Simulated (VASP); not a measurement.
Write the native input for VASP 6.6.1 that does the following.

- Task: single point
- Functional: PBE
- Dispersion: D3(BJ)
- Potentials or basis: VASP PAW PBE potentials, release 64 (C)
- Cutoff: 520 eV
- k mesh: 8 × 8 × 1
- Occupations: gaussian, width 0.1 eV
- Spin: no spin polarisation
- Dipole correction: yes
- Further INCAR settings: ALGO = Normal; EDIFF = 1e-06; NBANDS = 11

The structure of C lies in POSCAR:

```
C
1.0
    2.4656258656      0.0000000000      0.0000000000
   -1.2328129328      2.1341717666      0.0000000000
    0.0000000000      0.0000000000     26.0000000000
C
2
Direct
    0.6666996635      0.3333993270      0.5000000000
    0.3333003365      0.6666006730      0.5000000000
```

One way to write it, as run:

INCAR

```
PREC = Accurate
ENCUT = 520
EDIFF = 1E-6
ISMEAR = 0
SIGMA = 0.1
LREAL = False
LASPH = True
NELM = 60
ALGO = Normal
ISIF = 2
LWAVE = False
LCHARG = True
LDIPOL = True
IDIPOL = 3
DIPOL = 0.5 0.5 0.500
GGA = PE
IVDW = 12
LELF = True
LVHAR = True
LVACPOTAV = True
NBANDS = 11
```

KPOINTS

```
regular mesh
0
Gamma
  8 8 1
```

Potentials or basis: VASP PAW PBE potentials, release 64 (C).

Command:

```bash
$ cat potpaw_PBE.64/C/POTCAR > POTCAR
$ mpirun -np 1 vasp_std > vasp.out
```

It gave:

```yaml
Largest_force: 0.009 eV/Å
Band_gap_on_the_k_mesh: 1.97 eV, direct
Dispersion_energy_per_atom: -0.089 eV
```

Wall time 52 s on 1 thread of Intel(R) Xeon(R) 6975P-C (Granite Rapids), on a shared host, peak memory 0.23 GiB.
